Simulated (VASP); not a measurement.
# Pb in VASP: further runs

Aim: see how the results for Pb move with the level of theory and the settings. Levels: LDA, PBE, PBEsol. Tasks: single point.

Program: VASP 6.6.1. These are calculated values, not measurements. Logs are shortened: lines on timing, memory, paths and dates and some standing lists are left out, and cuts for length are marked.

### Step 1. The cell of the first run

It takes space group C2/m (No. 12, monoclinic). The conventional cell has a = 6.077 Å, b = 3.501 Å, c = 6.452 Å, α = 90.00°, β = 109.14°, γ = 90.00°. Pb (site symmetry m) has 10 Pb at 3.34 to 3.51 Å within 4.4 Å.

### Step 2. Single point, LDA

The input, INCAR:

```
  PREC = Accurate
  ENCUT = 520
  EDIFF = 1E-7
  ISMEAR = -1
  SIGMA = 0.05
  LREAL = F
  LASPH = T
  NELM = 60
  ALGO = Fast
  ISIF = 2
  LWAVE = F
  LCHARG = F
  NBANDS = 21
```

The input, KPOINTS:

```
regular mesh
0
Gamma
  9 9 5
```

The input, POSCAR:

```
Pb
1.0
    3.0386068135     -1.7503199600      0.0000000000
    3.0386068135      1.7503199600      0.0000000000
   -2.1154626375      0.0000000000      6.0952248674
Pb
2
Direct
    0.9085084100      0.9085084100      0.7262922000
    0.0914915900      0.0914915900      0.2737078000
```

Potentials or basis: VASP PAW LDA potentials, release 64 (Pb_d).

Started as:

```sh
> cat potpaw_LDA.64/Pb_d/POTCAR > POTCAR
> mpirun -np 1 vasp_std > vasp.out
```

OUTCAR:

```text
PREC = Accurate
   ENCUT = 520
   EDIFF = 1E-7
   ISMEAR = -1
   LREAL = F
   LASPH = T
   NELM = 60
   ISIF = 2

 ion  position               nearest neighbor table
   1  0.909  0.909  0.726-   2 3.34   2 3.41   2 3.41   2 3.45
   2  0.091  0.091  0.274-   1 3.34   1 3.41   1 3.41   1 3.45

  LATTYP: Found a base centered monoclinic cell.
 ALAT       =     6.0772136270
 B/A-ratio  =     0.5760271293
 C/A-ratio  =     1.0616534713
 COS(beta)  =    -0.3278823751

  Lattice vectors:

 A1 = (   3.0386068135,  -1.7503199600,   0.0000000000)
 A2 = (   3.0386068135,   1.7503199600,   0.0000000000)
 A3 = (  -2.1154626375,   0.0000000000,   6.0952248674)

Analysis of symmetry for initial positions (statically):
=====================================================================
 Subroutine PRICEL returns:
 Original cell was already a primitive cell.

 Routine SETGRP: Setting up the symmetry group for a
 base centered monoclinic supercell.

 Subroutine GETGRP returns: Found  4 space group operations
 (whereof  4 operations were pure point group operations)
 out of a pool of  4 trial point group operations.

The static configuration has the point symmetry C_2h.

Analysis of symmetry for dynamics (positions and initial velocities):
=====================================================================
 Subroutine PRICEL returns:
 Original cell was already a primitive cell.

 Routine SETGRP: Setting up the symmetry group for a
 base centered monoclinic supercell.

 Subroutine GETGRP returns: Found  4 space group operations
 (whereof  4 operations were pure point group operations)
 out of a pool of  4 trial point group operations.

The dynamic configuration has the point symmetry C_2h.

 Subroutine INISYM returns: Found  4 space group operations
 (whereof  4 operations are pure point group operations),
 and found     1 'primitive' translations

----------------------------------------------------------------------------------------

                                     Primitive cell

  volume of cell :      64.8353

  direct lattice vectors                    reciprocal lattice vectors
     3.038606813 -1.750319960  0.000000000     0.164549095 -0.285662057  0.057109864
     3.038606813  1.750319960  0.000000000     0.164549095  0.285662057  0.057109864
    -2.115462637  0.000000000  6.095224867     0.000000000  0.000000000  0.164062856

  length of vectors
     3.506672401  3.506672401  6.451894943     0.334575480  0.334575480  0.164062856

  position of ions in fractional coordinates (direct lattice)
     0.908508410  0.908508410  0.726292200
     0.091491590  0.091491590  0.273707800

  ion indices of the primitive-cell ions
   primitive index   ion index
                 1           1
                 2           2

----------------------------------------------------------------------------------------

 KPOINTS: regular mesh

Automatic generation of k-mesh.
 Grid dimensions read from file:
 generate k-points for:    9    9    5

 Generating k-lattice:

  Cartesian coordinates                     Fractional coordinates (reciprocal lattice)
     0.018283233 -0.031740229  0.006345540     0.111111111  0.000000000 -0.000000000
     0.018283233  0.031740229  0.006345540     0.000000000  0.111111111 -0.000000000
     0.000000000  0.000000000  0.032812571     0.000000000  0.000000000  0.200000000

  Length of vectors
     0.037175053  0.037175053  0.032812571

  Shift w.r.t. Gamma in fractional coordinates (k-lattice)
     0.000000000  0.000000000  0.000000000

 Subroutine IBZKPT returns following result:
 ===========================================

 Found    115 irreducible k-points:

 Following reciprocal coordinates:
            Coordinates               Weight
  0.000000  0.000000  0.000000      1.000000
  0.111111  0.000000 -0.000000      4.000000
  0.222222 -0.000000 -0.000000      4.000000
  0.333333  0.000000 -0.000000      4.000000
  0.444444 -0.000000 -0.000000      4.000000
  0.111111  0.111111 -0.000000      2.000000
[... 16 lines left out ...]
 -0.333333  0.333333  0.000000      2.000000
  0.444444  0.444444 -0.000000      2.000000
 [... further k-points ...]
   k-points           NKPTS =    115   k-points in BZ     NKDIM =    115   number of bands    NBANDS=     21
   number of dos      NEDOS =    301   number of ions     NIONS =      2
   total plane-waves  NPLWV =  37632
   dimension x,y,z NGX =    28 NGY =   28 NGZ =   48
   dimension x,y,z NGXF=    56 NGYF=   56 NGZF=   96
   ions per type =               2
   NGX,Y,Z   is equivalent  to a cutoff of  13.27, 13.27, 12.37 a.u.
   NGXF,Y,Z  is equivalent  to a cutoff of  26.55, 26.55, 24.74 a.u.
 SYSTEM =  unknown system
   PREC   = accura    normal or accurate (medium, high low for compatibility)
   ISTART =      0    job   : 0-new  1-cont  2-samecut
   ICHARG =      2    charge: 1-file 2-atom 10-const
   ISPIN  =      1    spin polarized calculation?
   LNONCOLLINEAR =      F non collinear calculations
   LSORBIT =      F    spin-orbit coupling
   LASPH  =      T    aspherical Exc in radial PAW
   ENCUT  =  520.0 eV  38.22 Ry    6.18 a.u.   6.52  6.52 12.00*2*pi/ulx,y,z
   NELM   =     60;   NELMIN=  2; NELMDL= -5     # of ELM steps
   EDIFF  = 0.1E-06   stopping-criterion for ELM
   LREAL  =      F    real-space projection
   EDIFFG = 0.1E-05   stopping-criterion for IOM
   NSW    =      0    number of steps for IOM
   IBRION =     -1    ionic relax: 0-MD 1-quasi-New 2-CG
   NFREE  =      0    steps in history (QN), initial steepest desc. (CG)
   ISIF   =      2    stress and relaxation
   ISYM   =      2    0-nonsym 1-usesym 2-fastsym
   POTIM  = 0.5000    time-step for ionic-motion
   TEBEG  =    0.0;   TEEND  =   0.0 temperature during run
   PSTRESS=    0.0 pullay stress
   NELECT =      28.0000    total number of electrons
   NUPDOWN=      -1.0000    fix difference up-down
   EMIN   =  10.00;   EMAX   =-10.00  energy-range for DOS
   EFERMI =   0.00;   METHOD = LEGACY
   ISMEAR =    -1;   SIGMA  =   0.05  broadening in eV -4-tet -1-fermi 0-gaus
   EFERMI_NEDOS =   21; number of points for ismear=-14 and -15
   IALGO  =     68    algorithm
   IMIX   =      4    mixing-type and parameters
     AMIX     =   0.40;   BMIX     =  1.00
     AMIX_MAG =   1.60;   BMIX_MAG =  1.00
  volume/ion in A,a.u.               =      32.42       218.77
  Fermi-wavevector in a.u.,A,eV,Ry     =   1.237438  2.338420 20.833975  1.531254
  Thomas-Fermi vector in A             =   2.372006
   LORBIT       =      0    0 simple, 1 ext, 2 COOP (PROOUT), +10 PAW based schemes
   GGA     = CA    functional components
   LHFCALC =     F    Hartree Fock is set to
   AEXX    =    0.0000 exact exchange contribution
   IVDW    =     0    specifies the selected vdW correction
   LEPSILON=     F    determine dielectric tensor
   LRPA    =     F    only Hartree local field effects (RPA)
 non-spin polarized calculation
 RMM-DIIS sequential band-by-band and
  energy-cutoff  :      520.00
  volume of cell :       64.84
 maximum number of plane-waves:      1772
 NGX is ok and might be reduce to    28
   NGX = 13   NGY = 13   NGZ = 23

 number of electron      27.9999996 magnetization

 Free energy of the ion-electron system (eV)
  ---------------------------------------------------
  ext. energy  EPLUGINS =         0.00000000
  ---------------------------------------------------
  free energy    TOTEN  =        -8.34533007 eV

  energy without entropy =       -8.33713627  energy(sigma->0) =       -8.34123317

 E-fermi :   6.2016     XC(G=0): -10.0937

 val. band max:        6.1941669314   @ k =   0.3333   0.2222  -0.0000
 cond. band min:       6.2434898970   @ k =  -0.3333  -0.4444   0.4000
 fundamental gap:      0.0493229656
 Fermi energy:         6.2015509509

 k-point     1 :       0.0000    0.0000    0.0000
  band No.  band energies     occupation
      1     -10.8326      2.00000
      2     -10.7128      2.00000
      3     -10.7124      2.00000
      4     -10.7099      2.00000
      5     -10.7086      2.00000
      6     -10.6938      2.00000
[... 13 lines left out ...]
     20      15.6022      0.00000
     21      16.3020      0.00000

 k-point     2 :       0.1111    0.0000   -0.0000
  band No.  band energies     occupation
      1     -10.8217      2.00000
      2     -10.7279      2.00000
      3     -10.7162      2.00000
      4     -10.6879      2.00000
      5     -10.6837      2.00000
      6     -10.6619      2.00000
[... 13 lines left out ...]
     20      15.6165      0.00000
     21      16.5040      0.00000

 k-point     3 :       0.2222   -0.0000   -0.0000
  band No.  band energies     occupation
      1     -10.8029      2.00000
      2     -10.7555      2.00000
      3     -10.7347      2.00000
      4     -10.6698      2.00000
      5     -10.6415      2.00000
      6     -10.6174      2.00000
[... 13 lines left out ...]
     20      14.5567      0.00000
     21      15.7310      0.00000

 k-point     4 :       0.3333    0.0000   -0.0000
  band No.  band energies     occupation
      1     -10.8144      2.00000
      2     -10.7760      2.00000
      3     -10.7521      2.00000
      4     -10.7207      2.00000
      5     -10.6380      2.00000
      6     -10.5552      2.00000
[... 13 lines left out ...]
     20      13.9151      0.00000
     21      14.5904      0.00000

 k-point     5 :       0.4444   -0.0000   -0.0000
  band No.  band energies     occupation
      1     -10.8356      2.00000
      2     -10.7942      2.00000
      3     -10.7759      2.00000
      4     -10.7314      2.00000
      5     -10.6453      2.00000
      6     -10.5458      2.00000
[... 13 lines left out ...]
     20      13.6471      0.00000
     21      14.4945      0.00000
[... 382 lines left out ...]
     20      14.4183      0.00000
     21      14.5744      0.00000

 k-point    22 :      -0.4444    0.3333   -0.0000
  band No.  band energies     occupation
      1     -10.8035      2.00000
      2     -10.7555      2.00000
      3     -10.7056      2.00000
      4     -10.6832      2.00000
      5     -10.6461      2.00000
      6     -10.5749      2.00000
[... 13 lines left out ...]
     20      14.0435      0.00000
     21      15.7833      0.00000

 k-point    23 :      -0.3333    0.3333    0.0000
  band No.  band energies     occupation
      1     -10.7911      2.00000
      2     -10.7461      2.00000
      3     -10.7077      2.00000
      4     -10.6146      2.00000
      5     -10.6071      2.00000
      6     -10.5981      2.00000
[... 13 lines left out ...]
     20      14.5476      0.00000
     21      16.2333      0.00000

 k-point    24 :       0.4444    0.4444   -0.0000
  band No.  band energies     occupation
      1     -10.8861      2.00000
      2     -10.7532      2.00000
      3     -10.7343      2.00000
      4     -10.7080      2.00000
      5     -10.7062      2.00000
      6     -10.5548      2.00000
[... 13 lines left out ...]
     20      13.4534      0.00000
     21      15.1133      0.00000

 [... further k-points ...]

------------------------ aborting loop because EDIFF is reached ----------------------------------------

  FORCE on cell =-STRESS in cart. coord.  units (eV):
  Direction    XX          YY          ZZ          XY          YZ          ZX
  --------------------------------------------------------------------------------------
  -------------------------------------------------------------------------------------
  Total       -1.2499979     -1.2560348     -1.3093071      0.0000000      0.0000000     -0.0010621
  in kB      -30.8893074    -31.0384897    -32.3549280      0.0000000      0.0000000     -0.0262470
  external PRESSURE =     -31.4275750 kB  Pullay stress =       0.0000000 kB

 VOLUME and BASIS-vectors are now :
 -----------------------------------------------------------------------------
  energy-cutoff  :      520.00
  volume of cell :       64.84
      direct lattice vectors                 reciprocal lattice vectors
     3.038606813 -1.750319960  0.000000000     0.164549095 -0.285662057  0.057109864
     3.038606813  1.750319960  0.000000000     0.164549095  0.285662057  0.057109864
    -2.115462637  0.000000000  6.095224867     0.000000000  0.000000000  0.164062856

 POSITION                                       TOTAL-FORCE (eV/Angst)
 -----------------------------------------------------------------------------------
      3.98476      0.00000      4.42691         0.024500      0.000000     -0.169801
     -0.02300      0.00000      1.66831        -0.024500      0.000000      0.169801
 -----------------------------------------------------------------------------------
    total drift:                                0.000000      0.000000     -0.000000

  FREE ENERGIE OF THE ION-ELECTRON SYSTEM (eV)
  ---------------------------------------------------
  free  energy   TOTEN  =        -8.3453300672 eV

  energy  without entropy=       -8.3371362651  energy(sigma->0) =       -8.34123317
```

Wall time 3.1 min (1 thread of Intel Xeon Platinum 8259CL at 2.50GHz (Skylake/Cascade Lake), shared host); peak memory 0.24 GiB.

What came out:

```yaml
Free_energy: -8.3453 eV
Pressure: -3.1 GPa
Largest_force: 0.172 eV/Å
Band_gap_on_the_k_mesh: zero (band 14 reaches 12.40 eV, above the bottom of band 15 at 4.85 eV)
```

Forces in eV/Å, atoms in the order of the input:
```
Pb   0.025  0.000 -0.170
Pb  -0.025  0.000  0.170
```

Stress tensor (GPa, compression positive):
```
-3.09  0.00  0.00
 0.00 -3.10  0.00
 0.00  0.00 -3.24
```

Caveat: spin-orbit coupling is left out, which moves the levels of the heavy elements.

### Step 3. Single point, PBE

The input, INCAR:

```
SYSTEM = Pb
PREC = Accurate
ENCUT = 520
EDIFF = 1E-6
ISMEAR = 1
SIGMA = 0.05
LREAL = .FALSE.
LASPH = .TRUE.
NELM = 80
ALGO = Fast
ISIF = 2
LWAVE = .FALSE.
LCHARG = .FALSE.
GGA = PE
NBANDS = 21
```

The input, KPOINTS:

```
regular mesh
0
G
  8 8 4
  0 0 0
```

The input, POSCAR:

```
Pb
1.0
    3.0386068135     -1.7503199600      0.0000000000
    3.0386068135      1.7503199600      0.0000000000
   -2.1154626375      0.0000000000      6.0952248674
Pb
2
Direct
    0.8992000000      0.9126090000      0.7288880000
    0.0934150000      0.0824840000      0.2714710000
```

Potentials or basis: VASP PAW PBE potentials, release 64 (Pb_d).

Started as:

```sh
> cat potpaw_PBE.64/Pb_d/POTCAR > POTCAR
> mpirun -np 1 vasp_std > vasp.out
```

Run time: 68 s. Hardware: 1 thread of Intel Xeon 6975P-C (Granite Rapids), shared host; peak memory 0.28 GiB.

Results (log left out):

* Free energy: -6.9950 eV
* Pressure: 0.7 GPa
* Largest force: 0.016 eV/Å
* Band gap on the k mesh: zero (band 14 reaches 12.71 eV, above the bottom of band 15 at 5.10 eV)

Forces on the atoms (eV/Å):
```
Pb   0.010 -0.012  0.005
Pb  -0.010  0.012 -0.005
```

Stress tensor (GPa, compression positive):
```
-0.23 -0.05  0.06
-0.05  0.40 -0.13
 0.06 -0.13  1.84
```

Levels at points of the mesh, in eV from the Fermi level:
| k point | band 11 | band 12 | band 13 | band 14 | band 15 | band 16 | band 17 | band 18 |
| --- | --- | --- | --- | --- | --- | --- | --- | --- |
| (0.00, 0.00, 0.00) | -11.53 | -8.49 | -4.07 | 6.12 | 6.36 | 6.39 | 6.45 | 6.54 |
| (0.50, 0.00, 0.00) | -8.30 | -6.76 | -3.55 | -2.54 | 0.24 | 3.01 | 3.27 | 3.92 |
| (0.00, 0.50, 0.00) | -8.35 | -6.65 | -3.64 | -2.53 | 0.19 | 3.02 | 3.45 | 3.91 |
| (0.50, 0.50, 0.00) | -7.72 | -7.65 | -3.25 | -2.92 | 1.82 | 2.33 | 2.77 | 5.23 |
| (0.00, 0.00, 0.50) | -10.88 | -10.02 | -0.27 | 0.47 | 5.51 | 5.59 | 7.47 | 7.65 |
| (0.50, 0.00, 0.50) | -7.79 | -7.53 | -3.19 | -2.96 | 1.61 | 2.29 | 2.81 | 5.19 |
| (0.00, 0.50, 0.50) | -7.74 | -7.61 | -3.18 | -2.88 | 1.67 | 2.29 | 2.65 | 5.18 |
| (0.50, 0.50, 0.50) | -8.40 | -6.64 | -3.63 | -2.43 | 0.01 | 3.05 | 3.29 | 3.96 |

Caveat: spin-orbit coupling is left out, which moves the levels of the heavy elements.

(Part 1 of 2 ends here.)
